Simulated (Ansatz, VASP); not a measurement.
**One calculation of Hf3SnS8, two programs**

File INCAR:

```
PREC = Accurate ; ENCUT = 520
EDIFF = 1E-6 ; ISMEAR = 0
SIGMA = 0.1 ; LREAL = F
LASPH = T ; NELM = 80
ALGO = Normal ; ISIF = 2
LWAVE = F ; LCHARG = T
GGA = PE ; LELF = T
LVHAR = T ; NBANDS = 58
```

KPOINTS

```
Automatic mesh
0
Gamma
  6 6 1
```

File POSCAR:

```
Hf3SnS8
1.0
    3.6639391000      0.0000000000      0.0000000000
   -1.8319695000      3.1730643000      0.0000000000
    0.0000000000      0.0000000000     27.4723053000
Hf Sn S
3 1 8
Direct
    0.0000000000      0.0000000000      0.2516920000
    0.0000000000      0.0000000000      0.5000000000
    0.0000000000      0.0000000000      0.7483080000
    0.0000000000      0.0000000000      0.0000000000
    0.3333333000      0.6666667000      0.0542800000
    0.3333333000      0.6666667000      0.3041410000
    0.3333333000      0.6666667000      0.5524490000
    0.3333333000      0.6666667000      0.8007600000
    0.6666667000      0.3333333000      0.1992400000
    0.6666667000      0.3333333000      0.4475510000
    0.6666667000      0.3333333000      0.6958590000
    0.6666667000      0.3333333000      0.9457200000
```

Input for Ansatz:

```yaml
crystal:
  lattice:
    - [3.6639391, 0.0, 0.0]
    - [-1.8319695, 3.1730643, 0.0]
    - [0.0, 0.0, 27.4723053]
  atoms:
    - { symbol: Hf, position: [0.0, 0.0, 0.251692] }
    - { symbol: Hf, position: [0.0, 0.0, 0.5] }
    - { symbol: Hf, position: [0.0, 0.0, 0.748308] }
    - { symbol: Sn, position: [0.0, 0.0, 0.0] }
    - { symbol: S, position: [0.3333333, 0.6666667, 0.05428] }
    - { symbol: S, position: [0.3333333, 0.6666667, 0.304141] }
    - { symbol: S, position: [0.3333333, 0.6666667, 0.552449] }
    - { symbol: S, position: [0.3333333, 0.6666667, 0.80076] }
    - { symbol: S, position: [0.6666667, 0.3333333, 0.19924] }
    - { symbol: S, position: [0.6666667, 0.3333333, 0.447551] }
    - { symbol: S, position: [0.6666667, 0.3333333, 0.695859] }
    - { symbol: S, position: [0.6666667, 0.3333333, 0.94572] }
basis:
  ecutwfc: 420
kpoints:
  mp_grid: { grid: [6, 6, 1] }
hamiltonian:
  xc: pbe
scf:
  occupations: { method: gaussian, width: 0.1 }
  lower_state_search: "off"
output:
  forces: true
  stress: true
  eigenvalues: true
```

Alike in both runs: task single point; functional PBE; k mesh 6 × 6 × 1; occupations gaussian, width 0.1 eV; no spin polarisation.

|  | VASP | Ansatz |
| --- | --- | --- |
| version | VASP 6.6.1 | Ansatz 0.2.0 |
| potentials or method | VASP PAW PBE potentials, release 64 (Hf_pv, Sn_d, S), cutoff 520 eV | scalar-relativistic, plane waves, PAW |
| valence electrons in the cell | 92 | 140 |

```csv
,VASP,Ansatz,Ansatz less VASP
gap on the k mesh at the Fermi level (eV),1.22,1.20,-0.023
least direct gap on the mesh (eV),1.79,1.79,+0.002
pressure (GPa),-0.3,0.1,+0.40
"traceless stress, the component that is largest in VASP (GPa)",-0.02,-0.09,-0.064
rms of the force components (eV/Å),0.030,0.003,-0.0270
```

Atom by atom the forces differ by 0.027 eV/Å (rms over components). With one functional, cell and mesh, what is left measures potentials, basis and numerics. VASP's potentials hold 92 valence electrons a cell and Ansatz's 140, so a difference there can come from the potentials and not from the codes.

Spin-orbit coupling is off throughout.
